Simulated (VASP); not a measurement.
Input of a VASP 6.6.1 run:

INCAR

```
SYSTEM = Ge
PREC = Accurate
ENCUT = 600
EDIFF = 1E-6
ISMEAR = -1
SIGMA = 0.1
LREAL = .False.
LASPH = .True.
NELM = 100
ALGO = Normal
ISIF = 3
LWAVE = .False.
LCHARG = .False.
GGA = PS
IBRION = 2
NSW = 80
EDIFFG = -0.03
PSTRESS = 100.0
```

The input KPOINTS:

```
regular mesh
0
Gamma
  12 12 7
  0 0 0
```

The input POSCAR:

```
Ge
1.0
    2.9911060000      0.0000000000      0.0000000000
   -1.5105156329      2.5816772893      0.0000000000
    0.0000000000      0.0000000000      4.7275960000
Ge
2
Direct
    0.6665530000      0.3334470000      0.2500000000
    0.3334470000      0.6665530000      0.7500000000
```

Potentials or basis: VASP PAW PBE potentials, release 64 (Ge_d).

Run with:

```sh
$ cat potpaw_PBE.64/Ge_d/POTCAR > POTCAR
$ mpirun -np 1 vasp_std > vasp.out
```

Problem. Predict the space group after relaxing (to 0.1 Å).

Solution. P6_3/mmc (No. 194).

Problem. What does it give for the relaxed volume?

Solution. 16.50 Å³/atom.

Final structure:
```
CELL_PARAMETERS angstrom
2.89749 -0.00023 0.00000
-1.46344 2.50076 0.00000
0.00000 0.00000 4.55330
ATOMIC_POSITIONS crystal
Ge 0.66653 0.33347 0.25000
Ge 0.33347 0.66653 0.75000
```

Caveat: the cell is relaxed towards a set pressure, so the run minimises the enthalpy, not the energy; the PAW data sets were made with another functional, which shifts forces and pressure a little.
